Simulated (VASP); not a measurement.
# Sb (P2_1/m) in VASP: a series of runs

The runs below take Sb through single point, with PBEsol.

Everything below comes from runs of VASP 6.6.1. Logs are shortened: lines on timing, memory, paths and dates and some standing lists are left out, and cuts for length are marked.

### 1 The cell of the first run

The structure is monoclinic, space group P2_1/m (No. 11). The conventional cell has a = 4.435 Å, b = 4.331 Å, c = 6.367 Å, α = 90.00°, β = 101.72°, γ = 90.00°. Sb (site symmetry m) has 7 Sb at 2.86 to 3.68 Å within 3.8 Å. Within 3.8 Å of Sb (site symmetry m) lie 7 Sb at 2.86 to 3.67 Å.

### 2 Single point, PBEsol

INCAR

```
ALGO = Normal
EDIFF = 1E-7
ENCUT = 520
GGA = PS
ISIF = 2
ISMEAR = -1
LASPH = T
LCHARG = F
LREAL = F
LWAVE = F
NBANDS = 18
NELM = 100
PREC = Accurate
SIGMA = 0.05
```

KPOINTS

```
k-points
0
Gamma
  6 6 4
```

POSCAR

```
Sb
1.0
    4.4352720244      0.0000000000      0.0000000000
    0.0000000000      4.3308481452      0.0000000000
   -1.2935620687      0.0000000000      6.2344268918
Sb
4
Direct
    0.3399300000      0.2500000000      0.6836700000
    0.9366380000      0.7500000000      0.7627580000
    0.0633620000      0.2500000000      0.2372420000
    0.6600700000      0.7500000000      0.3163300000
```

Potentials or basis: VASP PAW PBE potentials, release 64 (Sb).

On the command line:

```sh
> cat potpaw_PBE.64/Sb/POTCAR > POTCAR
> mpirun -np 1 vasp_std > vasp.out
```

OUTCAR:

```text
EDIFF = 1E-7
   ENCUT = 520
   GGA = PS
   ISIF = 2
   ISMEAR = -1
   LASPH = T
   LREAL = F
   NELM = 100
   PREC = Accurate

 ion  position               nearest neighbor table
   1  0.340  0.250  0.684-   3 2.86   2 2.92   2 2.92   2 3.38   2 3.38   4 3.68   4 3.68
   2  0.937  0.750  0.763-   4 2.86   1 2.92   1 2.92   1 3.38   1 3.38   3 3.67   3 3.67
   3  0.063  0.250  0.237-   1 2.86   4 2.92   4 2.92   4 3.38   4 3.38   2 3.67   2 3.67
   4  0.660  0.750  0.316-   2 2.86   3 2.92   3 2.92   3 3.38   3 3.38   1 3.68   1 3.68

  LATTYP: Found a simple monoclinic cell.
 ALAT       =     4.4352720244
 B/A-ratio  =     0.9764560373
 C/A-ratio  =     1.4355853266
 COS(beta)  =    -0.2031599047

  Lattice vectors:

 A1 = (   4.4352720244,   0.0000000000,   0.0000000000)
 A2 = (   0.0000000000,   4.3308481452,   0.0000000000)
 A3 = (  -1.2935620687,   0.0000000000,   6.2344268918)

Analysis of symmetry for initial positions (statically):
=====================================================================
 Subroutine PRICEL returns:
 Original cell was already a primitive cell.

 Routine SETGRP: Setting up the symmetry group for a
 simple monoclinic supercell.

 Subroutine GETGRP returns: Found  4 space group operations
 (whereof  2 operations were pure point group operations)
 out of a pool of  4 trial point group operations.

The static configuration has the point symmetry S_2 .
 The point group associated with its full space group is C_2h.

Analysis of symmetry for dynamics (positions and initial velocities):
=====================================================================
 Subroutine PRICEL returns:
 Original cell was already a primitive cell.

 Routine SETGRP: Setting up the symmetry group for a
 simple monoclinic supercell.

 Subroutine GETGRP returns: Found  4 space group operations
 (whereof  2 operations were pure point group operations)
 out of a pool of  4 trial point group operations.

The dynamic configuration has the point symmetry S_2 .
 The point group associated with its full space group is C_2h.

 Subroutine INISYM returns: Found  4 space group operations
 (whereof  2 operations are pure point group operations),
 and found     1 'primitive' translations

----------------------------------------------------------------------------------------

                                     Primitive cell

  volume of cell :     119.7539

  direct lattice vectors                    reciprocal lattice vectors
     4.435272024  0.000000000  0.000000000     0.225465314  0.000000000  0.046781105
     0.000000000  4.330848145  0.000000000     0.000000000  0.230901654  0.000000000
    -1.293562069  0.000000000  6.234426892     0.000000000  0.000000000  0.160399667

  length of vectors
     4.435272024  4.330848145  6.367211438     0.230267409  0.230901654  0.160399667

  position of ions in fractional coordinates (direct lattice)
     0.339930000  0.250000000  0.683670000
     0.936638000  0.750000000  0.762758000
     0.063362000  0.250000000  0.237242000
     0.660070000  0.750000000  0.316330000

  ion indices of the primitive-cell ions
   primitive index   ion index
                 1           1
                 2           2
                 3           3
                 4           4

----------------------------------------------------------------------------------------

 KPOINTS: k-points

Automatic generation of k-mesh.
 Grid dimensions read from file:
 generate k-points for:    6    6    4

 Generating k-lattice:

  Cartesian coordinates                     Fractional coordinates (reciprocal lattice)
     0.037577552  0.000000000  0.007796851     0.166666667  0.000000000  0.000000000
     0.000000000  0.038483609  0.000000000     0.000000000  0.166666667  0.000000000
     0.000000000  0.000000000  0.040099917     0.000000000  0.000000000  0.250000000

  Length of vectors
     0.038377901  0.038483609  0.040099917

  Shift w.r.t. Gamma in fractional coordinates (k-lattice)
     0.000000000  0.000000000  0.000000000

 Subroutine IBZKPT returns following result:
 ===========================================

 Found     56 irreducible k-points:

 Following reciprocal coordinates:
            Coordinates               Weight
  0.000000  0.000000  0.000000      1.000000
  0.166667  0.000000  0.000000      2.000000
  0.333333  0.000000  0.000000      2.000000
  0.500000  0.000000  0.000000      1.000000
  0.000000  0.166667  0.000000      2.000000
  0.166667  0.166667  0.000000      4.000000
[... 16 lines left out ...]
  0.000000  0.166667  0.250000      4.000000
  0.166667  0.166667  0.250000      4.000000
 [... further k-points ...]
   k-points           NKPTS =     56   k-points in BZ     NKDIM =     56   number of bands    NBANDS=     18
   number of dos      NEDOS =    301   number of ions     NIONS =      4
   total plane-waves  NPLWV =  55296
   dimension x,y,z NGX =    36 NGY =   32 NGZ =   48
   dimension x,y,z NGXF=    72 NGYF=   64 NGZF=   96
   ions per type =               4
   NGX,Y,Z   is equivalent  to a cutoff of  13.49, 12.28, 12.53 a.u.
   NGXF,Y,Z  is equivalent  to a cutoff of  26.99, 24.57, 25.07 a.u.
 SYSTEM =  unknown system
   PREC   = accura    normal or accurate (medium, high low for compatibility)
   ISTART =      0    job   : 0-new  1-cont  2-samecut
   ICHARG =      2    charge: 1-file 2-atom 10-const
   ISPIN  =      1    spin polarized calculation?
   LNONCOLLINEAR =      F non collinear calculations
   LSORBIT =      F    spin-orbit coupling
   LASPH  =      T    aspherical Exc in radial PAW
   ENCUT  =  520.0 eV  38.22 Ry    6.18 a.u.   8.25  8.05 11.84*2*pi/ulx,y,z
   NELM   =    100;   NELMIN=  2; NELMDL= -5     # of ELM steps
   EDIFF  = 0.1E-06   stopping-criterion for ELM
   LREAL  =      F    real-space projection
   EDIFFG = 0.1E-05   stopping-criterion for IOM
   NSW    =      0    number of steps for IOM
   IBRION =     -1    ionic relax: 0-MD 1-quasi-New 2-CG
   NFREE  =      0    steps in history (QN), initial steepest desc. (CG)
   ISIF   =      2    stress and relaxation
   ISYM   =      2    0-nonsym 1-usesym 2-fastsym
   POTIM  = 0.5000    time-step for ionic-motion
   TEBEG  =    0.0;   TEEND  =   0.0 temperature during run
   PSTRESS=    0.0 pullay stress
   NELECT =      20.0000    total number of electrons
   NUPDOWN=      -1.0000    fix difference up-down
   EMIN   =  10.00;   EMAX   =-10.00  energy-range for DOS
   EFERMI =   0.00;   METHOD = LEGACY
   ISMEAR =    -1;   SIGMA  =   0.05  broadening in eV -4-tet -1-fermi 0-gaus
   EFERMI_NEDOS =   21; number of points for ismear=-14 and -15
   IALGO  =     38    algorithm
   IMIX   =      4    mixing-type and parameters
     AMIX     =   0.40;   BMIX     =  1.00
     AMIX_MAG =   1.60;   BMIX_MAG =  1.00
  volume/ion in A,a.u.               =      29.94       202.03
  Fermi-wavevector in a.u.,A,eV,Ry     =   0.901547  1.703676 11.058632  0.812787
  Thomas-Fermi vector in A             =   2.024641
   LORBIT       =      0    0 simple, 1 ext, 2 COOP (PROOUT), +10 PAW based schemes
   GGA     = PS    functional components
   LHFCALC =     F    Hartree Fock is set to
   AEXX    =    0.0000 exact exchange contribution
   IVDW    =     0    specifies the selected vdW correction
   LEPSILON=     F    determine dielectric tensor
   LRPA    =     F    only Hartree local field effects (RPA)
 non-spin polarized calculation
  energy-cutoff  :      520.00
  volume of cell :      119.75
 maximum number of plane-waves:      3246
 NGX is ok and might be reduce to    36
   NGX = 17   NGY = 17   NGZ = 23

 number of electron      19.9999999 magnetization

 Free energy of the ion-electron system (eV)
  ---------------------------------------------------
  ext. energy  EPLUGINS =         0.00000000
  ---------------------------------------------------
  free energy    TOTEN  =       -17.75609637 eV

  energy without entropy =      -17.74816438  energy(sigma->0) =      -17.75213038

 E-fermi :   7.0642     XC(G=0):  -9.7062

 val. band max:        7.0512919320   @ k =   0.0000   0.3333   0.5000
 cond. band min:       7.0876122261   @ k =  -0.1667   0.0000   0.2500
 fundamental gap:      0.0363202941
 Fermi energy:         7.0641937465

 k-point     1 :       0.0000    0.0000    0.0000
  band No.  band energies     occupation
      1      -5.6808      2.00000
      2      -3.0199      2.00000
      3      -0.2778      2.00000
      4       0.5508      2.00000
      5       2.6793      2.00000
      6       3.3343      2.00000
[... 10 lines left out ...]
     17      11.0773      0.00000
     18      12.6031      0.00000

 k-point     2 :       0.1667    0.0000    0.0000
  band No.  band energies     occupation
      1      -5.4920      2.00000
      2      -2.8833      2.00000
      3      -0.9798      2.00000
      4       0.4902      2.00000
      5       2.3104      2.00000
      6       3.5573      2.00000
[... 10 lines left out ...]
     17      10.9973      0.00000
     18      12.6240      0.00000

 k-point     3 :       0.3333    0.0000    0.0000
  band No.  band energies     occupation
      1      -4.9650      2.00000
      2      -2.6307      2.00000
      3      -2.0968      2.00000
      4      -0.1596      2.00000
      5       2.4990      2.00000
      6       4.1801      2.00000
[... 10 lines left out ...]
     17      12.4054      0.00000
     18      12.8647      0.00000

 k-point     4 :       0.5000    0.0000    0.0000
  band No.  band energies     occupation
      1      -4.4803      2.00000
      2      -3.1270      2.00000
      3      -2.0463      2.00000
      4      -0.6857      2.00000
      5       3.0102      2.00000
      6       4.5061      2.00000
[... 375 lines left out ...]
      4       0.7670      2.00000
      5       2.4668      2.00000
      6       3.6766      2.00000
[... 10 lines left out ...]
     17      11.6073      0.00000
     18      12.6043      0.00000

 k-point    23 :       0.0000    0.1667    0.2500
  band No.  band energies     occupation
      1      -5.3194      2.00000
      2      -3.2905      2.00000
      3      -0.9894      2.00000
      4       0.7796      2.00000
      5       2.8577      2.00000
      6       3.8272      2.00000
[... 10 lines left out ...]
     17      11.2794      0.00000
     18      12.3112      0.00000

 k-point    24 :       0.1667    0.1667    0.2500
  band No.  band energies     occupation
      1      -5.0922      2.00000
      2      -3.2423      2.00000
      3      -1.3678      2.00000
      4       0.5588      2.00000
      5       2.9656      2.00000
      6       3.3678      2.00000
[... 10 lines left out ...]
     17      11.8396      0.00000
     18      12.5107      0.00000

 [... further k-points ...]
[... 5 lines left out ...]
  --------------------------------------------------------------------------------------
  -------------------------------------------------------------------------------------
  Total        0.6087247      0.6416450      1.0335690      0.0000000      0.0000000      0.3907540
  in kB        8.1440746      8.5845123     13.8280301      0.0000000      0.0000000      5.2278643
  external PRESSURE =      10.1855390 kB  Pullay stress =       0.0000000 kB

 VOLUME and BASIS-vectors are now :
 -----------------------------------------------------------------------------
  energy-cutoff  :      520.00
  volume of cell :      119.75
      direct lattice vectors                 reciprocal lattice vectors
     4.435272024  0.000000000  0.000000000     0.225465314  0.000000000  0.046781105
     0.000000000  4.330848145  0.000000000     0.000000000  0.230901654  0.000000000
    -1.293562069  0.000000000  6.234426892     0.000000000  0.000000000  0.160399667

 POSITION                                       TOTAL-FORCE (eV/Angst)
 -----------------------------------------------------------------------------------
      0.62331      1.08271      4.26229         0.277714      0.000000      0.318292
      3.16757      3.24814      4.75536        -0.082460     -0.000000      0.344669
     -0.02586      1.08271      1.47907         0.082460     -0.000000     -0.344669
      2.51840      3.24814      1.97214        -0.277714     -0.000000     -0.318292
 -----------------------------------------------------------------------------------
    total drift:                                0.000000      0.000000     -0.000000

  FREE ENERGIE OF THE ION-ELECTRON SYSTEM (eV)
  ---------------------------------------------------
  free  energy   TOTEN  =       -17.7560963715 eV

  energy  without entropy=      -17.7481643801  energy(sigma->0) =      -17.75213038
```

Run time: 45 s. Hardware: 1 thread of AMD EPYC 9R45 (Zen 5), shared host; peak memory 0.24 GiB.

What came out:

| Item | Value |
| --- | --- |
| Free energy | -17.7561 eV |
| Pressure | 1.0 GPa |
| Largest force | 0.422 eV/Å |
| Band gap on the k mesh | zero (band 10 reaches 7.33 eV, above the bottom of band 11 at 6.60 eV) |

Forces in eV/Å, atoms in the order of the input:
```
Sb   0.278  0.000  0.318
Sb  -0.082  0.000  0.345
Sb   0.082  0.000 -0.345
Sb  -0.278  0.000 -0.318
```

Stress tensor (GPa, compression positive):
```
0.81 0.00 0.52
0.00 0.86 0.00
0.52 0.00 1.38
```

Caveat: the PAW data sets were made with another functional, which shifts forces and pressure a little; spin-orbit coupling is left out, which moves the levels of the heavy elements.

### 3 Single point, PBEsol

This run uses another cell than the first one, of 31.21 Å³/atom, 1.043 times its volume.

INCAR

```
ALGO = Normal
EDIFF = 1E-6
ENCUT = 520
GGA = PS
ISIF = 2
ISMEAR = -1
LASPH = True
LCHARG = False
LREAL = False
LWAVE = False
NBANDS = 18
NELM = 100
PREC = Accurate
SIGMA = 0.05
```

KPOINTS is that of step 2.

POSCAR

```
Sb
1.0
    4.4973118361      0.0000000000      0.0000000000
    0.0000000000      4.3914272939      0.0000000000
   -1.3116561893      0.0000000000      6.3216329680
Sb
4
Direct
    0.3399300000      0.2500000000      0.6836700000
    0.9366380000      0.7500000000      0.7627580000
    0.0633620000      0.2500000000      0.2372420000
    0.6600700000      0.7500000000      0.3163300000
```

Potentials or basis: VASP PAW PBE potentials, release 64 (Sb).

On the command line:

```sh
> cat potpaw_PBE.64/Sb/POTCAR > POTCAR
> mpirun -np 1 vasp_std > vasp.out
```

It took 42 s on 1 thread of AMD EPYC 9R45 (Zen 5), shared host; peak memory 0.25 GiB.

The run converged. Its results:

| Quantity | Value |
| --- | --- |
| Free energy | -17.7506 eV |
| Pressure | -1.3 GPa |
| Largest force | 0.165 eV/Å |
| Band gap on the k mesh | zero (band 10 reaches 6.76 eV, above the bottom of band 11 at 6.16 eV) |

Forces on the atoms (eV/Å):
```
Sb   0.053  0.000  0.156
Sb   0.044  0.000  0.086
Sb  -0.044  0.000 -0.086
Sb  -0.053  0.000 -0.156
```

Stress tensor (GPa, compression positive):
```
-1.36  0.00  0.45
 0.00 -1.66  0.00
 0.45  0.00 -0.80
```

Levels at points of the mesh, in eV from the Fermi level:
| k point | band 6 | band 7 | band 8 | band 9 | band 10 | band 11 | band 12 | band 13 | band 14 | band 15 |
| --- | --- | --- | --- | --- | --- | --- | --- | --- | --- | --- |
| (0.00, 0.00, 0.00) | -3.53 | -2.83 | -2.19 | -1.41 | -0.12 | 1.96 | 2.69 | 2.98 | 3.08 | 3.11 |
| (0.50, 0.00, 0.00) | -2.40 | -2.16 | -1.14 | -0.93 | -0.70 | 0.26 | 1.12 | 1.35 | 1.46 | 1.91 |
| (0.00, 0.50, 0.00) | -3.71 | -1.44 | -1.44 | -1.14 | -1.14 | 0.41 | 0.41 | 1.30 | 1.30 | 3.81 |
| (0.50, 0.50, 0.00) | -4.99 | -3.60 | -3.60 | -2.35 | -2.35 | 0.77 | 0.77 | 5.10 | 5.10 | 5.42 |
| (0.00, 0.00, 0.50) | -3.12 | -2.51 | -2.18 | -1.77 | -1.64 | 0.64 | 1.82 | 2.14 | 3.04 | 3.86 |
| (0.50, 0.00, 0.50) | -2.21 | -1.83 | -1.06 | -0.91 | -0.70 | -0.38 | 0.77 | 1.08 | 1.21 | 1.66 |
| (0.00, 0.50, 0.50) | -2.03 | -1.63 | -1.63 | -0.88 | -0.88 | 0.12 | 0.12 | 0.93 | 0.93 | 2.20 |
| (0.50, 0.50, 0.50) | -5.26 | -3.93 | -3.93 | -1.29 | -1.29 | 1.93 | 1.93 | 3.57 | 3.57 | 4.71 |

Caveat: the PAW data sets were made with another functional, which shifts forces and pressure a little; spin-orbit coupling is left out, which moves the levels of the heavy elements.
